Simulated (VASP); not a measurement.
A run of VASP 6.6.1 is set up as follows.

The input INCAR:

```
SYSTEM = Hf
PREC     = Accurate       ! precision mode
ENCUT    = 520            ! plane-wave cutoff, eV
EDIFF    = 1E-7           ! SCF threshold, eV
ISMEAR   = -1             ! smearing method
SIGMA    = 0.1            ! smearing width, eV
LREAL    = .FALSE.        ! projectors in reciprocal space
LASPH    = .TRUE.         ! aspherical terms in the spheres
NELM     = 60             ! most SCF steps
ALGO     = Normal         ! electronic algorithm
ISIF     = 2              ! what is computed and relaxed
LWAVE    = .FALSE.        ! write WAVECAR
LCHARG   = .FALSE.        ! write CHGCAR
GGA      = PE             ! functional
NBANDS   = 11             ! bands
```

Contents of KPOINTS:

```
Automatic mesh
0
G
  16 16 16
  0 0 0
```

File POSCAR:

```
Hf
1.0
    0.0000000000      1.8042140931      1.8042140931
    1.8042140931      0.0000000000      1.8042140931
    1.8042140931      1.8042140931      0.0000000000
Hf
1
Direct
    0.0000000000      0.0000000000      0.0000000000
```

Potentials or basis: VASP PAW PBE potentials, release 64 (Hf_pv).

Command:

```sh
$ cat potpaw_PBE.64/Hf_pv/POTCAR > POTCAR
$ mpirun -np 1 vasp_std > vasp.out
```

Q: Estimate the pressure.

A: 203.0 GPa.

Q: Estimate the band gap on the k mesh.

A: Zero (band 5 reaches 11.67 eV, above the bottom of band 6 at 9.27 eV).

Caveat: spin-orbit coupling is left out, which moves the levels of the heavy elements.
